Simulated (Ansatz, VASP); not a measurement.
**Two plane-wave programs on KCl**

File INCAR:

```
PREC = Accurate
ENCUT = 520
EDIFF = 1E-6
ISMEAR = -1
SIGMA = 0.02
LREAL = False
LASPH = True
NELM = 60
ALGO = Normal
ISIF = 2
LWAVE = False
LCHARG = False
GGA = PE
NBANDS = 15
```

KPOINTS

```
Automatic mesh
0
Gamma
  8 8 8
```

The input POSCAR:

```
KCl
1.0
    3.7708085932      0.0000000000      0.0000000000
    0.0000000000      3.7708085932      0.0000000000
    0.0000000000      0.0000000000      3.8586684334
K Cl
1 1
Direct
    0.0000000000      0.0000000000      0.0000000000
    0.5000000000      0.5000000000      0.5000000000
```

Input for Ansatz:

```yaml
crystal:
  lattice:
    - [3.7708085932, 0.0, 0.0]
    - [0.0, 3.7708085932, 0.0]
    - [0.0, 0.0, 3.8586684334]
  atoms:
    - { symbol: K, position: [0.0, 0.0, 0.0] }
    - { symbol: Cl, position: [0.5, 0.5, 0.5] }
kpoints:
  mp_grid: { grid: [8, 8, 8] }
  band_path:
    path:
      - [0.0, 0.0, 0.0]
      - [0.0, 0.5, 0.0]
      - [0.5, 0.5, 0.0]
      - [0.5, 0.5, 0.5]
      - [0.0, 0.5, 0.5]
    npoints: 1
hamiltonian:
  xc: pbe
scf:
  occupations: { method: fermi_dirac, width: 0.02 }
  n_extra_bands: 4
output:
  forces: true
  stress: true
  eigenvalues: true
```

Change from the starting cell: uniaxial_z strain +2.3%.

Alike in both runs: task single point; functional PBE; k mesh 8 × 8 × 8; occupations fermi-dirac, width 0.02 eV; no spin polarisation.

|  | VASP | Ansatz |
| --- | --- | --- |
| version | VASP 6.6.1 | Ansatz 0.2.0 |
| potentials or method | VASP PAW PBE potentials, release 64 (K_sv, Cl) | plane waves, PAW |
| plane-wave cutoff (eV) | 520 | 420 |
| valence electrons in the cell | 16 | 16 |

|  | VASP | Ansatz | Ansatz less VASP |
| --- | --- | --- | --- |
| gap on the k mesh at the Fermi level (eV) | 4.88 | 4.89 | +0.001 |
| pressure (GPa) | 0.6 | 0.6 | -0.02 |
| traceless stress, the component that is largest in VASP (GPa) | -0.68 | -0.68 | 0.000 |
